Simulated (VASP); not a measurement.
# Au (I4/mmm) in VASP: notebook, part 2 of 2

VASP 6.6.1.

## 5. Single point, PBEsol (strain -0.015 along x and y, +0.000 along z)

INCAR reads:

```
  ALGO = Normal
  EDIFF = 1E-7
  ENCUT = 520
  GGA = PS
  ISIF = 2
  ISMEAR = 0
  LASPH = True
  LCHARG = False
  LREAL = False
  LWAVE = False
  NBANDS = 12
  NELM = 60
  PREC = Accurate
  SIGMA = 0.15
```

KPOINTS reads:

```
k-points
0
Gamma
  20 20 20
```

POSCAR reads:

```
Au
1.0
   -1.6324099650      1.6324099650      1.6572690000
    1.6324099650     -1.6324099650      1.6572690000
    1.6324099650      1.6324099650     -1.6572690000
Au
1
Direct
    0.0000000000      0.0000000000      0.0000000000
```

Potentials or basis: VASP PAW PBE potentials, release 64 (Au).

Started as:

```
$ cat potpaw_PBE.64/Au/POTCAR > POTCAR
$ mpirun -np 1 vasp_std > vasp.out
```

OUTCAR:

```text
EDIFF = 1E-7
   ENCUT = 520
   GGA = PS
   ISIF = 2
   ISMEAR = 0
   LASPH = True
   LREAL = False
   NELM = 60
   PREC = Accurate

 ion  position               nearest neighbor table
   1  0.000  0.000  0.000-

  LATTYP: Found a body centered tetragonal cell.
 ALAT       =     3.2648199300
 C/A-ratio  =     1.0152284264

  Lattice vectors:

 A1 = (  -1.6324099650,   1.6324099650,   1.6572690000)
 A2 = (   1.6324099650,  -1.6324099650,   1.6572690000)
 A3 = (   1.6324099650,   1.6324099650,  -1.6572690000)

Analysis of symmetry for initial positions (statically):
=====================================================================
 Subroutine PRICEL returns:
 Original cell was already a primitive cell.

 Routine SETGRP: Setting up the symmetry group for a
 body centered tetragonal supercell.

 Subroutine GETGRP returns: Found 16 space group operations
 (whereof 16 operations were pure point group operations)
 out of a pool of 16 trial point group operations.

The static configuration has the point symmetry D_4h.

Analysis of symmetry for dynamics (positions and initial velocities):
=====================================================================
 Subroutine PRICEL returns:
 Original cell was already a primitive cell.

 Routine SETGRP: Setting up the symmetry group for a
 body centered tetragonal supercell.

 Subroutine GETGRP returns: Found 16 space group operations
 (whereof 16 operations were pure point group operations)
 out of a pool of 16 trial point group operations.

The dynamic configuration has the point symmetry D_4h.

 Subroutine INISYM returns: Found 16 space group operations
 (whereof 16 operations are pure point group operations),
 and found     1 'primitive' translations

----------------------------------------------------------------------------------------

                                     Primitive cell

  volume of cell :      17.6649

  direct lattice vectors                    reciprocal lattice vectors
    -1.632409965  1.632409965  1.657269000     0.000000000  0.306295606  0.301701172
     1.632409965 -1.632409965  1.657269000     0.306295606  0.000000000  0.301701172
     1.632409965  1.632409965 -1.657269000     0.306295606  0.306295606  0.000000000

  length of vectors
     2.841841855  2.841841855  2.841841855     0.429930920  0.429930920  0.433167401

  position of ions in fractional coordinates (direct lattice)
     0.000000000  0.000000000  0.000000000

  ion indices of the primitive-cell ions
   primitive index   ion index
                 1           1

----------------------------------------------------------------------------------------

 KPOINTS: k-points

Automatic generation of k-mesh.
 Grid dimensions read from file:
 generate k-points for:   20   20   20

 Generating k-lattice:

  Cartesian coordinates                     Fractional coordinates (reciprocal lattice)
     0.000000000  0.015314780  0.015085059     0.050000000  0.000000000 -0.000000000
     0.015314780  0.000000000  0.015085059     0.000000000  0.050000000 -0.000000000
     0.015314780  0.015314780  0.000000000     0.000000000  0.000000000  0.050000000

  Length of vectors
     0.021496546  0.021496546  0.021658370

  Shift w.r.t. Gamma in fractional coordinates (k-lattice)
     0.000000000  0.000000000  0.000000000

 Subroutine IBZKPT returns following result:
 ===========================================

 Found    641 irreducible k-points:

 Following reciprocal coordinates:
            Coordinates               Weight
  0.000000  0.000000  0.000000      1.000000
  0.050000  0.000000 -0.000000      8.000000
  0.100000  0.000000 -0.000000      8.000000
  0.150000  0.000000 -0.000000      8.000000
  0.200000  0.000000 -0.000000      8.000000
  0.250000  0.000000  0.000000      8.000000
[... 16 lines left out ...]
 -0.400000  0.050000  0.000000     16.000000
 -0.350000  0.050000  0.000000     16.000000
 [... further k-points ...]
   k-points           NKPTS =    641   k-points in BZ     NKDIM =    641   number of bands    NBANDS=     12
   number of dos      NEDOS =    301   number of ions     NIONS =      1
   total plane-waves  NPLWV =  13824
   dimension x,y,z NGX =    24 NGY =   24 NGZ =   24
   dimension x,y,z NGXF=    48 NGYF=   48 NGZF=   48
   ions per type =               1
   NGX,Y,Z   is equivalent  to a cutoff of  14.04, 14.04, 14.04 a.u.
   NGXF,Y,Z  is equivalent  to a cutoff of  28.08, 28.08, 28.08 a.u.
 SYSTEM =  unknown system
   PREC   = accura    normal or accurate (medium, high low for compatibility)
   ISTART =      0    job   : 0-new  1-cont  2-samecut
   ICHARG =      2    charge: 1-file 2-atom 10-const
   ISPIN  =      1    spin polarized calculation?
   LNONCOLLINEAR =      F non collinear calculations
   LSORBIT =      F    spin-orbit coupling
   LASPH  =      T    aspherical Exc in radial PAW
   ENCUT  =  520.0 eV  38.22 Ry    6.18 a.u.   5.28  5.28  5.28*2*pi/ulx,y,z
   NELM   =     60;   NELMIN=  2; NELMDL= -5     # of ELM steps
   EDIFF  = 0.1E-06   stopping-criterion for ELM
   LREAL  =      F    real-space projection
   EDIFFG = 0.1E-05   stopping-criterion for IOM
   NSW    =      0    number of steps for IOM
   IBRION =     -1    ionic relax: 0-MD 1-quasi-New 2-CG
   NFREE  =      0    steps in history (QN), initial steepest desc. (CG)
   ISIF   =      2    stress and relaxation
   ISYM   =      2    0-nonsym 1-usesym 2-fastsym
   POTIM  = 0.5000    time-step for ionic-motion
   TEBEG  =    0.0;   TEEND  =   0.0 temperature during run
   PSTRESS=    0.0 pullay stress
   NELECT =      11.0000    total number of electrons
   NUPDOWN=      -1.0000    fix difference up-down
   EMIN   =  10.00;   EMAX   =-10.00  energy-range for DOS
   EFERMI =   0.00;   METHOD = LEGACY
   ISMEAR =     0;   SIGMA  =   0.15  broadening in eV -4-tet -1-fermi 0-gaus
   EFERMI_NEDOS =   21; number of points for ismear=-14 and -15
   IALGO  =     38    algorithm
   IMIX   =      4    mixing-type and parameters
     AMIX     =   0.40;   BMIX     =  1.00
     AMIX_MAG =   1.60;   BMIX_MAG =  1.00
  volume/ion in A,a.u.               =      17.66       119.21
  Fermi-wavevector in a.u.,A,eV,Ry     =   1.397983  2.641805 26.590635  1.954357
  Thomas-Fermi vector in A             =   2.521186
   LORBIT       =      0    0 simple, 1 ext, 2 COOP (PROOUT), +10 PAW based schemes
   GGA     = PS    functional components
   LHFCALC =     F    Hartree Fock is set to
   AEXX    =    0.0000 exact exchange contribution
   IVDW    =     0    specifies the selected vdW correction
   LEPSILON=     F    determine dielectric tensor
   LRPA    =     F    only Hartree local field effects (RPA)
 non-spin polarized calculation
 Gauss-broadening in eV      SIGMA  =   0.15
  energy-cutoff  :      520.00
  volume of cell :       17.66
 maximum number of plane-waves:       488
 NGX is ok and might be reduce to    24
   NGX = 11   NGY = 11   NGZ = 11

 number of electron      11.0000001 magnetization

 Free energy of the ion-electron system (eV)
  ---------------------------------------------------
  ext. energy  EPLUGINS =         0.00000000
  ---------------------------------------------------
  free energy    TOTEN  =        -3.89324570 eV

  energy without entropy =       -3.89078917  energy(sigma->0) =       -3.89201743

 E-fermi :   8.7095     XC(G=0): -12.6755

 val. band max:        8.6844849527   @ k =  -0.4000   0.4000   0.2000
 cond. band min:       8.7491125733   @ k =  -0.3000  -0.3500   0.2500
 fundamental gap:      0.0646276205
 Fermi energy:         8.7095317180

 k-point     1 :       0.0000    0.0000    0.0000
  band No.  band energies     occupation
      1      -0.8441      2.00000
      2       3.9942      2.00000
      3       3.9942      2.00000
      4       4.0879      2.00000
      5       5.8112      2.00000
      6       5.9193      2.00000
      7      25.0092      0.00000
      8      25.2666      0.00000
      9      25.2666      0.00000
     10      32.0282      0.00000
     11      32.5182      0.00000
     12      32.5182      0.00000
[... 331 lines left out ...]
 k-point    24 :      -0.3500    0.0500    0.0000
  band No.  band energies     occupation
      1       1.6610      2.00000
      2       3.2932      2.00000
      3       4.7090      2.00000
      4       5.5907      2.00000
      5       6.0217      2.00000
      6       6.3719      2.00000
      7      17.3145      0.00000
      8      22.3255      0.00000
      9      24.4034      0.00000
     10      28.7600      0.00000
     11      29.7352      0.00000
     12      31.5196      0.00000

 [... further k-points ...]
[... 5 lines left out ...]
  --------------------------------------------------------------------------------------
  -------------------------------------------------------------------------------------
  Total       -0.6419211     -0.6419211     -0.6433778      0.0000000     -0.0000000      0.0000000
  in kB      -58.2211461    -58.2211461    -58.3532656      0.0000000     -0.0000000      0.0000000
  external PRESSURE =     -58.2651860 kB  Pullay stress =       0.0000000 kB

 VOLUME and BASIS-vectors are now :
 -----------------------------------------------------------------------------
  energy-cutoff  :      520.00
  volume of cell :       17.66
      direct lattice vectors                 reciprocal lattice vectors
    -1.632409965  1.632409965  1.657269000     0.000000000  0.306295606  0.301701172
     1.632409965 -1.632409965  1.657269000     0.306295606  0.000000000  0.301701172
     1.632409965  1.632409965 -1.657269000     0.306295606  0.306295606  0.000000000

 POSITION                                       TOTAL-FORCE (eV/Angst)
 -----------------------------------------------------------------------------------
      0.00000      0.00000      0.00000        -0.000000     -0.000000     -0.000000
 -----------------------------------------------------------------------------------
    total drift:                               -0.000000      0.000000      0.000000

  FREE ENERGIE OF THE ION-ELECTRON SYSTEM (eV)
  ---------------------------------------------------
  free  energy   TOTEN  =        -3.8932456972 eV

  energy  without entropy=       -3.8907891673  energy(sigma->0) =       -3.89201743
```

Wall time 46 s (1 thread of Intel Xeon Platinum 8375C at 2.90GHz (Ice Lake), shared host); peak memory 0.25 GiB.

What came out:

```
Free energy : -3.8932 eV
Pressure    : -5.8 GPa
```

Levels at points of the mesh, in eV from the Fermi level:
| k point | band 2 | band 3 | band 4 | band 5 | band 6 | band 7 | band 8 | band 9 | band 10 | band 11 |
| --- | --- | --- | --- | --- | --- | --- | --- | --- | --- | --- |
| (0.00, 0.00, 0.00) | -4.72 | -4.72 | -4.62 | -2.90 | -2.79 | 16.30 | 16.56 | 16.56 | 23.32 | 23.81 |
| (0.50, 0.00, 0.00) | -5.68 | -3.03 | -2.66 | -1.40 | -0.59 | 3.29 | 12.38 | 13.72 | 21.43 | 21.77 |
| (0.50, 0.50, 0.00) | -5.79 | -2.91 | -2.62 | -1.38 | -0.50 | 3.41 | 12.17 | 13.38 | 20.97 | 21.56 |
| (0.50, 0.50, 0.50) | -6.53 | -1.77 | -1.74 | -1.74 | 5.91 | 6.34 | 6.34 | 9.24 | 15.45 | 15.75 |

Caveat: the cell differs from its parent crystal (strain -0.015 along x and y, +0.000 along z); the PAW data sets were made with another functional, which shifts forces and pressure a little; spin-orbit coupling is left out, which moves the levels of the heavy elements.

## 6. Overview

| cell | gap on the mesh (eV) | pressure (GPa) |
| --- | --- | --- |
| a = 2.899 Å, angles 109.1, 109.1, 110.3°, 1 atom | none | -12.7 |
| a = 2.843 Å, angles 111.1, 111.1, 106.2°, 1 atom | none | -5.6 |
| a = 2.842 Å, angles 108.7, 108.7, 111.1°, 1 atom | none | -5.8 |
| a = 2.842 Å, angles 109.9, 109.9, 108.7°, 1 atom | none | -5.8 |

Alike in all rows: task single point; level PBEsol; potentials or basis VASP PAW PBE potentials, release 64 (Au); no spin polarisation; k mesh 20 × 20 × 20; cutoff (eV) 520; smearing gaussian 0.15 eV.

Caveats: the PAW data sets were made with another functional, which shifts forces and pressure a little; spin-orbit coupling is left out, which moves the levels of the heavy elements.

Total energies depend on the potentials used, so only differences within one code and one set of settings carry meaning.
